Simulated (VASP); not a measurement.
# Zr3Si2 (Pm) in VASP: notebook

The runs below take Zr3Si2 through single point, with PBEsol.

All numbers are computed with VASP 6.6.1; they aren't measurements. Logs are shortened: lines on timing, memory, paths and dates and some standing lists are left out, and cuts for length are marked.

## 1. The cell of the first run

It takes space group Pm (No. 6, monoclinic). Conventional cell: a = 7.066 Å, b = 3.644 Å, c = 7.066 Å, α = 90.00°, β = 90.00°, γ = 90.00°. Within 3.7 Å of Zr (site symmetry m) lie 6 Si at 2.73 to 2.80 Å and 11 Zr at 3.18 to 3.69 Å. Zr (site symmetry m) has 6 Si at 2.73 to 2.80 Å and 11 Zr at 2.92 to 3.69 Å within 3.7 Å. Zr (site symmetry m) has 6 Si at 2.73 to 2.80 Å and 11 Zr at 3.18 to 3.69 Å within 3.7 Å. Zr (site symmetry m) has 6 Si at 2.73 to 2.80 Å and 11 Zr at 2.93 to 3.69 Å within 3.7 Å. Zr (site symmetry m) has 3 Si at 2.30 to 2.85 Å and 4 Zr at 2.92 to 2.93 Å within 3.0 Å. Zr (site symmetry m) has 4 Si at 2.80 Å and 10 Zr at 3.18 to 3.64 Å within 3.7 Å. Within 3.0 Å of Si (site symmetry m) lie 8 Zr at 2.30 to 2.80 Å and 1 Si at 2.45 Å. Si (site symmetry m) has 1 Si at 2.45 Å and 8 Zr at 2.73 to 3.30 Å within 3.4 Å.

## 2. Single point, PBEsol (atom 5 (Zr) moved +0.500 Å towards its neighbour atom 7 (Si) at 2.805 Å)

Contents of INCAR:

```
PREC = Accurate
ENCUT = 520
EDIFF = 1E-6
ISMEAR = 0
SIGMA = 0.15
LREAL = False
LASPH = True
NELM = 80
ALGO = Fast
ISIF = 2
LWAVE = False
LCHARG = False
GGA = PS
NBANDS = 55
```

Contents of KPOINTS:

```
Automatic mesh
0
Gamma
  6 6 12
```

Contents of POSCAR:

```
Zr3Si2
1.0
    7.0655778226      0.0000000000      0.0000000000
    0.0000000000      7.0655778226      0.0000000000
    0.0000000000      0.0000000000      3.6444907344
Zr Si
6 4
Direct
    0.1744786440      0.6744786440      0.5000000000
    0.8255213560      0.3255213560      0.5000000000
    0.3255213560      0.1744786440      0.5000000000
    0.6744786440      0.8255213560      0.5000000000
   -0.0673179571      0.0218189304      0.0000000000
    0.5000000000      0.5000000000      0.0000000000
    0.6223900172      0.1223900172      0.0000000000
    0.3776099828      0.8776099828      0.0000000000
    0.8776099828      0.6223900172      0.0000000000
    0.1223900172      0.3776099828      0.0000000000
```

Potentials or basis: VASP PAW PBE potentials, release 64 (Zr_sv, Si).

The run is started by

```
> cat potpaw_PBE.64/Zr_sv/POTCAR potpaw_PBE.64/Si/POTCAR > POTCAR
> mpirun -np 1 vasp_std > vasp.out
```

OUTCAR:

```text
PREC = Accurate
   ENCUT = 520
   EDIFF = 1E-6
   ISMEAR = 0
   LREAL = False
   LASPH = True
   NELM = 80
   ISIF = 2
   GGA = PS

 ion  position               nearest neighbor table
   1  0.174  0.674  0.500-   8 2.73   8 2.73  10 2.80   9 2.80   9 2.80  10 2.80   6 3.18   6 3.18
                             2 3.49   5 3.50   5 3.50   3 3.69   4 3.69   3 3.69   4 3.69
   2  0.826  0.326  0.500-   7 2.73   7 2.73  10 2.80   9 2.80   9 2.80  10 2.80   5 2.92   5 2.92
                             6 3.18   6 3.18   1 3.49   3 3.69   4 3.69   4 3.69   3 3.69
   3  0.326  0.174  0.500-  10 2.73  10 2.73   7 2.80   7 2.80   8 2.80   8 2.80   6 3.18   6 3.18
                             4 3.49   5 3.49   5 3.49   2 3.69   1 3.69   1 3.69   2 3.69
   4  0.674  0.826  0.500-   9 2.73   9 2.73   7 2.80   7 2.80   8 2.80   8 2.80   5 2.93   5 2.93
                             6 3.18   6 3.18   3 3.49   2 3.69   1 3.69   2 3.69   1 3.69
   5  0.933  0.022  0.000-   7 2.30  10 2.85   9 2.85   2 2.92   2 2.92   4 2.93   4 2.93   8 3.30
                             3 3.49   3 3.49   1 3.50   1 3.50
   6  0.500  0.500  0.000-   7 2.80   8 2.80   9 2.80  10 2.80   1 3.18   2 3.18   3 3.18   4 3.18
                             1 3.18   2 3.18   3 3.18   4 3.18
   7  0.622  0.122  0.000-   5 2.30   8 2.45   2 2.73   2 2.73   4 2.80   3 2.80   3 2.80   4 2.80
                             6 2.80
   8  0.378  0.878  0.000-   7 2.45   1 2.73   1 2.73   3 2.80   4 2.80   3 2.80   4 2.80   6 2.80
                             5 3.30
   9  0.878  0.622  0.000-  10 2.45   4 2.73   4 2.73   2 2.80   1 2.80   2 2.80   1 2.80   6 2.80
                             5 2.85
  10  0.122  0.378  0.000-   9 2.45   3 2.73   3 2.73   2 2.80   1 2.80   2 2.80   1 2.80   6 2.80
                             5 2.85

  LATTYP: Found a simple tetragonal cell.
 ALAT       =     7.0655778226
 C/A-ratio  =     0.5158092977

  Lattice vectors:

 A1 = (   7.0655778226,   0.0000000000,   0.0000000000)
 A2 = (   0.0000000000,   7.0655778226,   0.0000000000)
 A3 = (   0.0000000000,   0.0000000000,   3.6444907344)

Analysis of symmetry for initial positions (statically):
=====================================================================
 Subroutine PRICEL returns:
 Original cell was already a primitive cell.

 Routine SETGRP: Setting up the symmetry group for a
 simple tetragonal supercell.

 Subroutine GETGRP returns: Found  2 space group operations
 (whereof  2 operations were pure point group operations)
 out of a pool of 16 trial point group operations.

The static configuration has the point symmetry C_1h.

Analysis of symmetry for dynamics (positions and initial velocities):
=====================================================================
 Subroutine PRICEL returns:
 Original cell was already a primitive cell.

 Routine SETGRP: Setting up the symmetry group for a
 simple tetragonal supercell.

 Subroutine GETGRP returns: Found  2 space group operations
 (whereof  2 operations were pure point group operations)
 out of a pool of 16 trial point group operations.

The dynamic configuration has the point symmetry C_1h.

 Subroutine INISYM returns: Found  2 space group operations
 (whereof  2 operations are pure point group operations),
 and found     1 'primitive' translations

----------------------------------------------------------------------------------------

                                     Primitive cell

  volume of cell :     181.9417

  direct lattice vectors                    reciprocal lattice vectors
     7.065577823  0.000000000  0.000000000     0.141531241  0.000000000  0.000000000
     0.000000000  7.065577823  0.000000000     0.000000000  0.141531241  0.000000000
     0.000000000  0.000000000  3.644490734     0.000000000  0.000000000  0.274386759

  length of vectors
     7.065577823  7.065577823  3.644490734     0.141531241  0.141531241  0.274386759

  position of ions in fractional coordinates (direct lattice)
     0.174478644  0.674478644  0.500000000
     0.825521356  0.325521356  0.500000000
     0.325521356  0.174478644  0.500000000
     0.674478644  0.825521356  0.500000000
     0.932682043  0.021818930  0.000000000
     0.500000000  0.500000000  0.000000000
     0.622390017  0.122390017  0.000000000
     0.377609983  0.877609983  0.000000000
     0.877609983  0.622390017  0.000000000
     0.122390017  0.377609983  0.000000000

  ion indices of the primitive-cell ions
   primitive index   ion index
                 1           1
                 2           2
                 3           3
                 4           4
                 5           5
                 6           6
                 7           7
                 8           8
                 9           9
                10          10

----------------------------------------------------------------------------------------

 KPOINTS: Automatic mesh

Automatic generation of k-mesh.
 Grid dimensions read from file:
 generate k-points for:    6    6   12

 Generating k-lattice:

  Cartesian coordinates                     Fractional coordinates (reciprocal lattice)
     0.023588540  0.000000000  0.000000000     0.166666667  0.000000000  0.000000000
     0.000000000  0.023588540  0.000000000     0.000000000  0.166666667  0.000000000
     0.000000000  0.000000000  0.022865563     0.000000000  0.000000000  0.083333333

  Length of vectors
     0.023588540  0.023588540  0.022865563

  Shift w.r.t. Gamma in fractional coordinates (k-lattice)
     0.000000000  0.000000000  0.000000000

 Subroutine IBZKPT returns following result:
 ===========================================

 Found    140 irreducible k-points:

 Following reciprocal coordinates:
            Coordinates               Weight
  0.000000  0.000000  0.000000      1.000000
  0.166667  0.000000  0.000000      2.000000
  0.000000  0.166667  0.000000      2.000000
  0.333333  0.000000  0.000000      2.000000
  0.000000  0.333333  0.000000      2.000000
  0.500000  0.000000  0.000000      1.000000
[... 16 lines left out ...]
  0.000000  0.166667  0.083333      4.000000
  0.333333  0.000000  0.083333      4.000000
 [... further k-points ...]
   k-points           NKPTS =    140   k-points in BZ     NKDIM =    140   number of bands    NBANDS=     55
   number of dos      NEDOS =    301   number of ions     NIONS =     10
   total plane-waves  NPLWV =  81648
   dimension x,y,z NGX =    54 NGY =   54 NGZ =   28
   dimension x,y,z NGXF=   108 NGYF=  108 NGZF=   56
   ions per type =               6   4
   NGX,Y,Z   is equivalent  to a cutoff of  12.71, 12.71, 12.77 a.u.
   NGXF,Y,Z  is equivalent  to a cutoff of  25.41, 25.41, 25.54 a.u.
 SYSTEM =  unknown system
   PREC   = accura    normal or accurate (medium, high low for compatibility)
   ISTART =      0    job   : 0-new  1-cont  2-samecut
   ICHARG =      2    charge: 1-file 2-atom 10-const
   ISPIN  =      1    spin polarized calculation?
   LNONCOLLINEAR =      F non collinear calculations
   LSORBIT =      F    spin-orbit coupling
   LASPH  =      T    aspherical Exc in radial PAW
   ENCUT  =  520.0 eV  38.22 Ry    6.18 a.u.  13.14 13.14  6.78*2*pi/ulx,y,z
   NELM   =     80;   NELMIN=  2; NELMDL= -5     # of ELM steps
   EDIFF  = 0.1E-05   stopping-criterion for ELM
   LREAL  =      F    real-space projection
   EDIFFG = 0.1E-04   stopping-criterion for IOM
   NSW    =      0    number of steps for IOM
   IBRION =     -1    ionic relax: 0-MD 1-quasi-New 2-CG
   NFREE  =      0    steps in history (QN), initial steepest desc. (CG)
   ISIF   =      2    stress and relaxation
   ISYM   =      2    0-nonsym 1-usesym 2-fastsym
   POTIM  = 0.5000    time-step for ionic-motion
   TEBEG  =    0.0;   TEEND  =   0.0 temperature during run
   PSTRESS=    0.0 pullay stress
   NELECT =      88.0000    total number of electrons
   NUPDOWN=      -1.0000    fix difference up-down
   EMIN   =  10.00;   EMAX   =-10.00  energy-range for DOS
   EFERMI =   0.00;   METHOD = LEGACY
   ISMEAR =     0;   SIGMA  =   0.15  broadening in eV -4-tet -1-fermi 0-gaus
   EFERMI_NEDOS =   21; number of points for ismear=-14 and -15
   IALGO  =     68    algorithm
   IMIX   =      4    mixing-type and parameters
     AMIX     =   0.40;   BMIX     =  1.00
     AMIX_MAG =   1.60;   BMIX_MAG =  1.00
  volume/ion in A,a.u.               =      18.19       122.78
  Fermi-wavevector in a.u.,A,eV,Ry     =   1.285065  2.428420 22.468541  1.651391
  Thomas-Fermi vector in A             =   2.417221
   LORBIT       =      0    0 simple, 1 ext, 2 COOP (PROOUT), +10 PAW based schemes
   GGA     = PS    functional components
   LHFCALC =     F    Hartree Fock is set to
   AEXX    =    0.0000 exact exchange contribution
   IVDW    =     0    specifies the selected vdW correction
   LEPSILON=     F    determine dielectric tensor
   LRPA    =     F    only Hartree local field effects (RPA)
 non-spin polarized calculation
 RMM-DIIS sequential band-by-band and
 Gauss-broadening in eV      SIGMA  =   0.15
  energy-cutoff  :      520.00
  volume of cell :      181.94
 maximum number of plane-waves:      4942
 NGX is ok and might be reduce to    54
   NGX = 27   NGY = 27   NGZ = 13

 number of electron      88.0000000 magnetization

 Free energy of the ion-electron system (eV)
  ---------------------------------------------------
  ext. energy  EPLUGINS =         0.00000000
  ---------------------------------------------------
  free energy    TOTEN  =       -85.38844141 eV

  energy without entropy =      -85.30697279  energy(sigma->0) =      -85.34770710

 E-fermi :   9.6630     XC(G=0): -11.5520

 val. band max:        9.6628476851   @ k =   0.5000   0.3333   0.4167
 cond. band min:       9.6637901979   @ k =   0.1667   0.0000   0.3333
 fundamental gap:      0.0009425128
 Fermi energy:         9.6630115560

 k-point     1 :       0.0000    0.0000    0.0000
  band No.  band energies     occupation
      1     -38.6639      2.00000
      2     -38.6472      2.00000
      3     -38.4856      2.00000
      4     -38.4203      2.00000
      5     -38.4053      2.00000
      6     -38.2246      2.00000
[... 47 lines left out ...]
     54      12.4757      0.00000
[... 1333 lines left out ...]
     54      12.3880      0.00000
     55      12.6819      0.00000

 [... further k-points ...]

------------------------ aborting loop because EDIFF is reached ----------------------------------------

  FORCE on cell =-STRESS in cart. coord.  units (eV):
  Direction    XX          YY          ZZ          XY          YZ          ZX
  --------------------------------------------------------------------------------------
  -------------------------------------------------------------------------------------
  Total        9.2091360      1.4116514      2.0658314     -2.6529014      0.0000000      0.0000000
  in kB       81.0955920     12.4309931     18.1916976    -23.3614329      0.0000000      0.0000000
  external PRESSURE =      37.2394276 kB  Pullay stress =       0.0000000 kB

 VOLUME and BASIS-vectors are now :
 -----------------------------------------------------------------------------
  energy-cutoff  :      520.00
  volume of cell :      181.94
      direct lattice vectors                 reciprocal lattice vectors
     7.065577823  0.000000000  0.000000000     0.141531241  0.000000000  0.000000000
     0.000000000  7.065577823  0.000000000     0.000000000  0.141531241  0.000000000
     0.000000000  0.000000000  3.644490734     0.000000000  0.000000000  0.274386759

 POSITION                                       TOTAL-FORCE (eV/Angst)
 -----------------------------------------------------------------------------------
      1.23279      4.76558      1.82225        -0.340833      0.140451      0.000000
      5.83279      2.30000      1.82225        -0.655824      0.847754      0.000000
      2.30000      1.23279      1.82225        -0.461274     -0.002079      0.000000
      4.76558      5.83279      1.82225        -0.881272     -0.078340      0.000000
      6.58994      0.15416      0.00000         7.427560     -2.430837      0.000000
      3.53279      3.53279      0.00000        -0.367171      0.218617      0.000000
      4.39755      0.86476      0.00000        -4.222065      1.164415      0.000000
      2.66803      6.20082      0.00000        -0.540364      0.023846      0.000000
      6.20082      4.39755      0.00000         0.042228      0.058653      0.000000
      0.86476      2.66803      0.00000        -0.000985      0.057519      0.000000
 -----------------------------------------------------------------------------------
    total drift:                               -0.000123     -0.000031     -0.000000

  FREE ENERGIE OF THE ION-ELECTRON SYSTEM (eV)
  ---------------------------------------------------
  free  energy   TOTEN  =       -85.3884414077 eV

  energy  without entropy=      -85.3069727917  energy(sigma->0) =      -85.34770710
```

Run time: 26 min. Hardware: 1 thread of Intel Xeon 6975P-C (Granite Rapids), shared host; peak memory 0.98 GiB.

What came out:

```
Free energy            : -85.3884 eV
Pressure               : 3.7 GPa
Largest force          : 7.815 eV/Å
Band gap on the k mesh : zero (bands 44 and 45 overlap by 1.06 eV)
```

Forces on the atoms (eV/Å):
```
Zr  -0.341  0.140  0.000
Zr  -0.656  0.848  0.000
Zr  -0.461 -0.002  0.000
Zr  -0.881 -0.078  0.000
Zr   7.428 -2.431  0.000
Zr  -0.367  0.219  0.000
Si  -4.222  1.164  0.000
Si  -0.540  0.024  0.000
Si   0.042  0.059  0.000
Si  -0.001  0.058  0.000
```

Stress tensor (GPa, compression positive):
```
 8.11 -2.34  0.00
-2.34  1.24  0.00
 0.00  0.00  1.82
```

Caveat: the cell differs from its parent crystal (atom 5 (Zr) moved +0.500 Å towards its neighbour atom 7 (Si) at 2.805 Å); the cell stands under pressure; the PAW data sets were made with another functional, which shifts forces and pressure a little.

## 3. Single point, PBEsol (atom 5 (Zr) moved -0.600 Å towards its neighbour atom 7 (Si) at 2.805 Å)

Contents of INCAR:

```
SYSTEM = Zr3Si2
ALGO = Fast
EDIFF = 1E-6
ENCUT = 520
GGA = PS
ISIF = 2
ISMEAR = 0
LASPH = .TRUE.
LCHARG = .TRUE.
LELF = .TRUE.
LREAL = .FALSE.
LVHAR = .TRUE.
LWAVE = .FALSE.
NBANDS = 55
NELM = 80
PREC = Accurate
SIGMA = 0.15
```

Contents of KPOINTS:

```
k-points
0
G
  6 6 12
  0 0 0
```

POSCAR: that of step 2 with these lines changed.

```diff
@@ -12,3 +12,3 @@
     0.6744786440      0.8255213560      0.5000000000
-   -0.0673179571      0.0218189304      0.0000000000
+    0.0807815485     -0.0261827165      0.0000000000
     0.5000000000      0.5000000000      0.0000000000
```

Potentials or basis: VASP PAW PBE potentials, release 64 (Zr_sv, Si).

The run is started by

```
> cat potpaw_PBE.64/Zr_sv/POTCAR potpaw_PBE.64/Si/POTCAR > POTCAR
> mpirun -np 1 vasp_std > vasp.out
```

Run time: 75 min. Hardware: 1 thread of Intel Xeon 8259CL, shared host; peak memory 0.98 GiB.

It converged, with:

- Free energy: -84.4834 eV
- Pressure: 5.4 GPa
- Largest force: 10.373 eV/Å
- Band gap on the k mesh: zero (bands 44 and 45 overlap by 0.99 eV)

Forces on the atoms (eV/Å):
```
Zr   0.751 -1.077  0.000
Zr   0.356 -0.118  0.000
Zr   1.060  0.146  0.000
Zr   0.507 -0.007  0.000
Zr  -9.862  3.216  0.000
Zr   0.431 -0.243  0.000
Si   0.563  0.013  0.000
Si   6.231 -1.782  0.000
Si  -0.001 -0.049  0.000
Si  -0.037 -0.099  0.000
```

Stress tensor (GPa, compression positive):
```
11.96 -3.38  0.00
-3.38  1.83  0.00
 0.00  0.00  2.31
```

Levels at points of the mesh, in eV from the Fermi level:
```csv
k point,band 41,band 42,band 43,band 44,band 45,band 46,band 47,band 48
"(0.00, 0.00, 0.00)",-0.80,-0.42,-0.22,-0.10,0.72,0.95,1.14,1.40
"(0.50, 0.00, 0.00)",-0.68,-0.13,0.30,0.32,0.58,0.64,0.95,1.09
"(0.00, 0.50, 0.00)",-0.68,-0.37,0.24,0.25,0.34,0.77,1.19,1.39
"(0.50, 0.50, 0.00)",-0.74,-0.39,-0.38,-0.16,0.26,0.27,1.05,1.15
"(0.00, 0.00, 0.50)",-0.61,-0.52,-0.26,0.00,0.16,0.51,0.59,0.85
"(0.50, 0.00, 0.50)",-0.94,-0.86,-0.77,-0.25,-0.07,0.50,1.06,2.15
"(0.00, 0.50, 0.50)",-1.04,-0.59,-0.53,-0.25,0.20,0.42,1.03,1.71
"(0.50, 0.50, 0.50)",-0.82,-0.81,-0.74,-0.69,-0.46,-0.02,1.50,1.76
```

Caveat: the cell differs from its parent crystal (atom 5 (Zr) moved -0.600 Å towards its neighbour atom 7 (Si) at 2.805 Å); the cell stands under pressure; the PAW data sets were made with another functional, which shifts forces and pressure a little.
